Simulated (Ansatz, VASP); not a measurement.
**One calculation of AlN, two programs**

INCAR

```
ALGO = Normal ; EDIFF = 1E-7
ENCUT = 520 ; GGA = PE
ISIF = 2 ; ISMEAR = 0
LASPH = T ; LCHARG = T
LELF = T ; LREAL = F
LVHAR = T ; LWAVE = F
NBANDS = 26 ; NELM = 100
PREC = Accurate ; SIGMA = 0.05
```

File KPOINTS:

```
k-points
0
Gamma
  8 6 4
```

Contents of POSCAR:

```
AlN
1.0
   -1.6567491617      2.8695737234      0.0000000000
    0.0000000000      0.0000000000      4.1874629526
    4.9702474850      2.8695737234      0.0000000000
Al N
4 4
Direct
    0.4341365589      0.7500000000      0.1447121863
    0.0000000000      0.7500000000      0.6666666667
    0.0000000000      0.2500000000      0.3333333333
    0.5000000000      0.2500000000      0.8333333333
    0.5000000000      0.2500000000      0.1666666667
    0.0000000000      0.2500000000      0.6666666667
    0.0000000000      0.7500000000      0.3333333333
    0.5000000000      0.7500000000      0.8333333333
```

Input for Ansatz:

```yaml
crystal:
  lattice:
    - [-1.6567491617, 2.8695737234, 0.0]
    - [0.0, 0.0, 4.1874629526]
    - [4.970247485, 2.8695737234, 0.0]
  atoms:
    - { symbol: Al, position: [0.4341365589, 0.75, 0.1447121863] }
    - { symbol: Al, position: [0.0, 0.75, 0.6666666667] }
    - { symbol: Al, position: [0.0, 0.25, 0.3333333333] }
    - { symbol: Al, position: [0.5, 0.25, 0.8333333333] }
    - { symbol: "N", position: [0.5, 0.25, 0.1666666667] }
    - { symbol: "N", position: [0.0, 0.25, 0.6666666667] }
    - { symbol: "N", position: [0.0, 0.75, 0.3333333333] }
    - { symbol: "N", position: [0.5, 0.75, 0.8333333333] }
basis:
  ecutwfc: 420
kpoints:
  mp_grid: { grid: [8, 6, 4] }
hamiltonian:
  xc: pbe
  pseudopotentials: { kind: paw, azcp: { folder: soft_1 } }
scf:
  occupations: { method: gaussian, width: 0.05 }
output:
  forces: true
  stress: true
  eigenvalues: true
```

Alike in both runs: task single point; functional PBE; k mesh 8 × 6 × 4; occupations gaussian, width 0.05 eV; no spin polarisation.

|  | VASP | Ansatz |
| --- | --- | --- |
| version | VASP 6.6.1 | Ansatz 0.2.0 |
| potentials or method | VASP PAW PBE potentials, release 64 (Al, N), cutoff 520 eV | scalar-relativistic, plane waves, PAW |
| valence electrons in the cell | 32 | 32 |

Ansatz gave:

| Quantity | Value |
| --- | --- |
| gap on the k mesh at the Fermi level (eV) | 3.10 |
| least direct gap on the mesh (eV) | 3.10 |
| pressure (GPa) | 2.0 |
| traceless stress, the component that is largest in VASP (GPa) | 5.58 |
| rms of the force components (eV/Å) | 0.849 |

Problem. Which values does VASP return?

Solution. gap on the k mesh at the Fermi level (eV): 3.11; least direct gap on the mesh (eV): 3.11; pressure (GPa): 1.8; traceless stress, the component that is largest in VASP (GPa): 5.55; rms of the force components (eV/Å): 0.851.

Atom by atom the forces differ by 0.004 eV/Å (rms over components).
